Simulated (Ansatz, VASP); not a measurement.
## Two plane-wave programs on ScAl

File INCAR:

```
SYSTEM = ScAl
  PREC = Accurate
  ENCUT = 600
  EDIFF = 1E-6
  ISMEAR = -1
  SIGMA = 0.1
  LREAL = .FALSE.
  LASPH = .TRUE.
  NELM = 80
  ALGO = Normal
  ISIF = 3
  LWAVE = .FALSE.
  LCHARG = .FALSE.
  IBRION = 2
  NSW = 100
  EDIFFG = -0.002
```

File KPOINTS:

```
regular mesh
0
G
  12 12 12
  0 0 0
```

File POSCAR:

```
ScAl
1.0
    3.3703489700      0.0000000000      0.0000000000
    0.0000000000      3.3703489700      0.0000000000
    0.0000000000      0.0000000000      3.3703489700
Sc Al
1 1
Direct
    0.5000000000      0.5000000000      0.5000000000
    0.0000000000      0.0000000000      0.0000000000
```

Input for Ansatz:

```yaml
crystal:
  lattice:
    - [3.37034897, 0.0, 0.0]
    - [0.0, 3.37034897, 0.0]
    - [0.0, 0.0, 3.37034897]
  atoms:
    - { symbol: Sc, position: [0.5, 0.5, 0.5] }
    - { symbol: Al, position: [0.0, 0.0, 0.0] }
kpoints:
  mp_grid: { grid: [12, 12, 12] }
scf:
  occupations: { method: fermi_dirac, width: 0.1 }
hamiltonian:
  xc: lda
  pseudopotentials: { kind: paw }
relax:
  f_tol: 0.002
  max_steps: 80
  cell: {}
output:
  forces: true
  stress: true
```

Alike in both runs: task relaxation of cell and atoms; functional LDA; k mesh 12 × 12 × 12; occupations fermi-dirac, width 0.1 eV; no spin polarisation.

|  | VASP | Ansatz |
| --- | --- | --- |
| version | VASP 6.6.1 | Ansatz 0.2.0 |
| potentials or method | VASP PAW LDA potentials, release 64 (Sc_sv, Al) | PAW with Ansatz's default frozen-core files, scalar-relativistic |
| plane-wave cutoff (eV) | 600 | 420 |
| valence electrons in the cell | 14 | 14 |

```csv
,VASP,Ansatz,Ansatz less VASP
relaxed volume (Å³/atom),18.15,18.11,-0.040
relaxed cell length with the largest relative difference (Å),3.311,3.309,-0.0024
```

LDA's correlation is that of Perdew and Zunger in VASP and of Perdew and Wang (1992) in Ansatz.
